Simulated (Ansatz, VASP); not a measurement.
TaN: VASP beside Ansatz

```
Ta N
1.0
     5.07915    0.00000    0.00000
    -2.53958    4.39868    0.00000
     0.00000    0.00000    2.84864
Ta N
3 3
Direct
  0.00000 0.00000 0.00000
  0.33333 0.66667 0.50000
  0.66667 0.33333 0.50000
  0.50000 0.00000 0.00000
  0.50000 0.50000 0.00000
  0.00000 0.50000 0.00000
```

Change from the starting cell: volume scaled by 0.94, PAW files.

Alike in both runs: task electric field gradients; functional PBE; k mesh 5 × 5 × 8; occupations fermi-dirac, width 0.03 eV; no spin polarisation.

```csv
,VASP,Ansatz
version,VASP 6.6.1,Ansatz 0.2.0
potentials or method,"VASP PAW PBE potentials, release 64 (Ta_pv, N)","PAW with Ansatz's default frozen-core files, scalar-relativistic"
plane-wave cutoff (eV),520,420
valence electrons in the cell,48,54
```

|  | VASP | Ansatz | Ansatz less VASP |
| --- | --- | --- | --- |
| pressure (GPa) | 35.8 | 34.5 | -1.23 |
| traceless stress, the component that is largest in VASP (GPa) | 6.63 | 6.38 | -0.252 |
| size of Vzz on the site where it differs most (V/Å²) | 347.3 | 469.7 | +122.47 |

Both programs put the cell under a high pressure, so it lies far from rest at this level. VASP's potentials hold 48 valence electrons a cell and Ansatz's 54, so a difference there can come from the potentials and not from the codes.

Neither program's run includes spin-orbit coupling.
